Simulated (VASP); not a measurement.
## Sn: single point with r2SCAN

The system is Sn.

```
Sn
1.0
     0.00000    3.05423    3.66507
     3.05423    0.00000    3.66507
     3.05423    3.05423    0.00000
Sn
2
Direct
  0.50000 0.50000 0.50000
  0.75000 0.75000 0.75000
```

This cell differs from its parent crystal: ratio of the length along z to the lengths across it x 1.2, volume and fractional coordinates fixed.

```yaml
Program: VASP 6.6.1
Task: single point
Functional: r2SCAN
Potentials_or_basis: VASP PAW PBE potentials, release 64 (Sn_d)
Cutoff: 520 eV
k_mesh: 14 × 14 × 14
Occupations: gaussian, width 0.15 eV
Spin: no spin polarisation
```

The pressure is 1.5 GPa and the band gap on the k mesh is zero (band 14 reaches 6.10 eV, above the bottom of band 15 at 5.27 eV).

Stress tensor (GPa, compression positive):
```
 4.06  0.00  0.00
 0.00  4.06  0.00
 0.00  0.00 -3.76
```

Levels at points of the mesh, in eV from the Fermi level:
```tsv
k point	band 12	band 13	band 14	band 15	band 16	band 17
(0.00, 0.00, 0.00)	-1.15	-0.84	0.37	0.37	1.95	1.95
(0.50, 0.00, 0.00)	-6.71	-2.09	-0.60	-0.45	3.37	3.65
(0.50, 0.50, 0.00)	-8.43	-2.03	-2.03	1.69	1.69	7.68
(0.50, 0.00, 0.50)	-7.70	-3.05	-3.05	0.40	0.40	6.83
```

Wall time 11 min on 1 thread of Intel(R) Xeon(R) Platinum 8124M CPU @ 3.00GHz (Skylake/Cascade Lake), on a shared host, peak memory 0.4 GiB.

Caveat: the PAW data sets were made with another functional, which shifts forces and pressure a little; spin-orbit coupling is left out, which moves the levels of the heavy elements.
